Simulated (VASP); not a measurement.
# AlN (F-43m) in VASP: a series of runs, part 2 of 2

VASP 6.6.1. The steps go on from the part before.

## Step 3: Single point, PBE+D3(BJ)

This run uses another cell than the first one, of 10.44 Å³/atom.

INCAR

```
SYSTEM = AlN
PREC = Accurate
ENCUT = 600
EDIFF = 1E-6
ISMEAR = 0
SIGMA = 0.02
LREAL = .FALSE.
LASPH = .TRUE.
NELM = 120
ALGO = Normal
ISIF = 2
LWAVE = .FALSE.
LCHARG = .TRUE.
GGA = PE
IVDW = 12
LELF = .TRUE.
LVHAR = .TRUE.
NBANDS = 11
GGA_COMPAT = .FALSE.
```

KPOINTS

```
regular mesh
0
G
  10 10 10
  0 0 0
```

POSCAR

```
AlN
1.0
    0.0000000000      2.1858215646      2.1858215646
    2.1858215646      0.0000000000      2.1858215646
    2.1858215646      2.1858215646      0.0000000000
Al N
1 1
Direct
    0.0000000000      0.0000000000      0.0000000000
    0.2500000000      0.2500000000      0.2500000000
```

Potentials or basis: VASP PAW PBE potentials, release 64 (Al, N).

Command:

```console
cat potpaw_PBE.64/Al/POTCAR potpaw_PBE.64/N/POTCAR > POTCAR
mpirun -np 1 vasp_std > vasp.out
```

OUTCAR:

```text
SYSTEM = AlN
   PREC = Accurate
   ENCUT = 600
   EDIFF = 1E-6
   ISMEAR = 0
   LREAL = .FALSE.
   LASPH = .TRUE.
   NELM = 120
   ISIF = 2
   GGA = PE
   IVDW = 12
 IVDW          = 12

 ion  position               nearest neighbor table
   1  0.000  0.000  0.000-   2 1.89   2 1.89   2 1.89   2 1.89
   2  0.250  0.250  0.250-   1 1.89   1 1.89   1 1.89   1 1.89

  LATTYP: Found a face centered cubic cell.
 ALAT       =     4.3716431292

  Lattice vectors:

 A1 = (   0.0000000000,   2.1858215646,   2.1858215646)
 A2 = (   2.1858215646,   0.0000000000,   2.1858215646)
 A3 = (   2.1858215646,   2.1858215646,   0.0000000000)

Analysis of symmetry for initial positions (statically):
=====================================================================
 Subroutine PRICEL returns:
 Original cell was already a primitive cell.

 Routine SETGRP: Setting up the symmetry group for a
 face centered cubic supercell.

 Subroutine GETGRP returns: Found 24 space group operations
 (whereof 24 operations were pure point group operations)
 out of a pool of 48 trial point group operations.

The static configuration has the point symmetry T_d .

Analysis of symmetry for dynamics (positions and initial velocities):
=====================================================================
 Subroutine PRICEL returns:
 Original cell was already a primitive cell.

 Routine SETGRP: Setting up the symmetry group for a
 face centered cubic supercell.

 Subroutine GETGRP returns: Found 24 space group operations
 (whereof 24 operations were pure point group operations)
 out of a pool of 48 trial point group operations.

The dynamic configuration has the point symmetry T_d .

 Subroutine INISYM returns: Found 24 space group operations
 (whereof 24 operations are pure point group operations),
 and found     1 'primitive' translations

----------------------------------------------------------------------------------------

[... 119 lines left out ...]
   AEXX    =    0.0000 exact exchange contribution
   IVDW    =    12    specifies the selected vdW correction
   LEPSILON=     F    determine dielectric tensor
   LRPA    =     F    only Hartree local field effects (RPA)
 non-spin polarized calculation
 Gauss-broadening in eV      SIGMA  =   0.02
  energy-cutoff  :      600.00
  volume of cell :       20.89
 maximum number of plane-waves:       725
 NGX is ok and might be reduce to    28
   NGX = 13   NGY = 13   NGZ = 13

 number of electron       7.9999999 magnetization

 Free energy of the ion-electron system (eV)
  ---------------------------------------------------
  ext. energy  EPLUGINS =         0.00000000
  ---------------------------------------------------
  free energy    TOTEN  =       -14.84340093 eV

  energy without entropy =      -14.84340093  energy(sigma->0) =      -14.84340093

 E-fermi :   6.0875     XC(G=0): -10.9229

 val. band max:        5.9460920730   @ k =   0.0000   0.0000   0.0000
 cond. band min:       9.2627924184   @ k =   0.5000   0.5000   0.0000
 fundamental gap:      3.3167003454
 Fermi energy:         6.0875467591

 k-point     1 :       0.0000    0.0000    0.0000
  band No.  band energies     occupation
      1      -9.0208      2.00000
      2       5.9461      2.00000
      3       5.9461      2.00000
      4       5.9461      2.00000
      5      10.1200      0.00000
      6      18.4817      0.00000
      7      18.4817      0.00000
      8      18.4817      0.00000
      9      23.6147      0.00000
     10      23.6147      0.00000
     11      25.0115      0.00000
[... 309 lines left out ...]
 k-point    24 :       0.4000    0.3000    0.0000
  band No.  band energies     occupation
      1      -7.0207      2.00000
      2       1.8027      2.00000
      3       4.2476      2.00000
      4       4.5456      2.00000
      5      10.8566      0.00000
      6      15.4649      0.00000
      7      18.1690      0.00000
      8      20.5074      0.00000
      9      21.0152      0.00000
     10      27.2307      0.00000
     11      29.4677      0.00000

 [... further k-points ...]

------------------------ aborting loop because EDIFF is reached ----------------------------------------

 Edisp (eV)   -0.53800

 E8    (eV) :    -0.2104

  FORCE on cell =-STRESS in cart. coord.  units (eV):
  Direction    XX          YY          ZZ          XY          YZ          ZX
  --------------------------------------------------------------------------------------
  -------------------------------------------------------------------------------------
  Total      -0.04052    -0.04052    -0.04052     0.00000     0.00000     0.00000
  in kB      -3.10804    -3.10804    -3.10804     0.00000     0.00000     0.00000
  external pressure =       -3.11 kB  Pullay stress =        0.00 kB

 VOLUME and BASIS-vectors are now :
 -----------------------------------------------------------------------------
  energy-cutoff  :      600.00
  volume of cell :       20.89
      direct lattice vectors                 reciprocal lattice vectors
     0.000000000  2.185821565  2.185821565    -0.228746943  0.228746943  0.228746943
     2.185821565  0.000000000  2.185821565     0.228746943 -0.228746943  0.228746943
     2.185821565  2.185821565  0.000000000     0.228746943  0.228746943 -0.228746943

 POSITION                                       TOTAL-FORCE (eV/Angst)
 -----------------------------------------------------------------------------------
      0.00000      0.00000      0.00000         0.000000      0.000000      0.000000
      1.09291      1.09291      1.09291        -0.000000     -0.000000     -0.000000
 -----------------------------------------------------------------------------------
    total drift:                                0.000000      0.000000      0.000000

  FREE ENERGIE OF THE ION-ELECTRON SYSTEM (eV)
  ---------------------------------------------------
  free  energy   TOTEN  =       -15.3813986013 eV

  energy  without entropy=      -15.3813986013  energy(sigma->0) =      -15.38139860
```

Wall time 25 s (1 thread of Intel Xeon 8259CL, shared host); peak memory 0.16 GiB.

Results:

| Quantity | Value |
| --- | --- |
| Free energy | -15.3814 eV |
| Pressure | -0.3 GPa |
| Band gap on the k mesh | 3.32 eV (least direct gap 4.17 eV) |
| Dispersion energy per atom | -0.269 eV |

## Step 4: Relaxation of cell and atoms, PBE+D3(BJ)

INCAR

```
  ALGO = Normal
  EDIFF = 1E-7
  EDIFFG = -0.002
  ENCUT = 600
  GGA = PE
  GGA_COMPAT = F
  IBRION = 2
  ISIF = 3
  ISMEAR = 0
  IVDW = 12
  LASPH = T
  LCHARG = F
  LREAL = F
  LWAVE = F
  NELM = 120
  NELMIN = 4
  NSW = 100
  PREC = Accurate
  SIGMA = 0.02
```

KPOINTS

```
k-points
0
Gamma
  10 10 10
```

POSCAR

```
AlN
1.0
    0.0000000000      2.1839935600      2.1839935600
    2.1839935600      0.0000000000      2.1839935600
    2.1839935600      2.1839935600      0.0000000000
Al N
1 1
Direct
    0.0000000000      0.0000000000      0.0000000000
    0.2500000000      0.2500000000      0.2500000000
```

Command:

```console
cat potpaw_PBE.64/Al/POTCAR potpaw_PBE.64/N/POTCAR > POTCAR
mpirun -np 1 vasp_std > vasp.out
```

It took 36 s on 1 thread of Intel Xeon 8259CL, shared host; peak memory 0.16 GiB.

Results (log left out):

| Quantity | Value |
| --- | --- |
| Free energy | -15.3814 eV |
| Relaxed volume | 10.43 Å³/atom |
| Relaxed cell | a = 3.090 Å, b = 3.090 Å, c = 3.090 Å, α = 60.00°, β = 60.00°, γ = 60.00° |
| Space group after relaxing (to 0.1 Å) | F-43m (No. 216) |
| Energy gained by relaxing | 0.0 meV/atom |
| Ionic steps | 3 |
| Pressure after relaxing | 0.0 GPa |
| Band gap on the k mesh | 3.32 eV (least direct gap 4.19 eV) |
| Dispersion energy per atom | -0.269 eV |

Final structure:
```
Al N
1.0
     0.00000    2.18474    2.18474
     2.18474    0.00000    2.18474
     2.18474    2.18474    0.00000
Al N
1 1
Direct
  0.00000 0.00000 0.00000
  0.25000 0.25000 0.25000
```

Levels at points of the mesh, in eV from the valence-band top:
| k point | band 2 | band 3 | band 4 | band 5 | band 6 | band 7 |
| --- | --- | --- | --- | --- | --- | --- |
| (0.00, 0.00, 0.00) | 0.00 | 0.00 | 0.00 | 4.19 | 12.55 | 12.55 |
| (0.50, 0.00, 0.00) | -5.85 | -0.48 | -0.48 | 7.37 | 9.86 | 11.14 |
| (0.50, 0.50, 0.00) | -4.90 | -1.77 | -1.77 | 3.32 | 8.61 | 13.94 |

A k mesh can miss the band edges.

## Step 5: The runs side by side

```csv
task,cell,k mesh,smearing,gap on the mesh (eV),pressure (GPa)
single point,"a = 3.089 Å, angles 60.0°, 2 atoms",8 × 8 × 8,gaussian 0.1 eV,3.32,0.2
single point,"a = 3.091 Å, angles 60.0°, 2 atoms",10 × 10 × 10,gaussian 0.02 eV,3.32,-0.3
relaxation of cell and atoms,"relaxed from a = 3.089 Å, angles 60.0°, 2 atoms",10 × 10 × 10,gaussian 0.02 eV,3.32,0.0
```

Alike in all rows: level PBE+D3(BJ); potentials or basis VASP PAW PBE potentials, release 64 (Al, N); no spin polarisation; cutoff (eV) 600.

Total energies depend on the potentials used, so only differences within one code and one set of settings carry meaning.
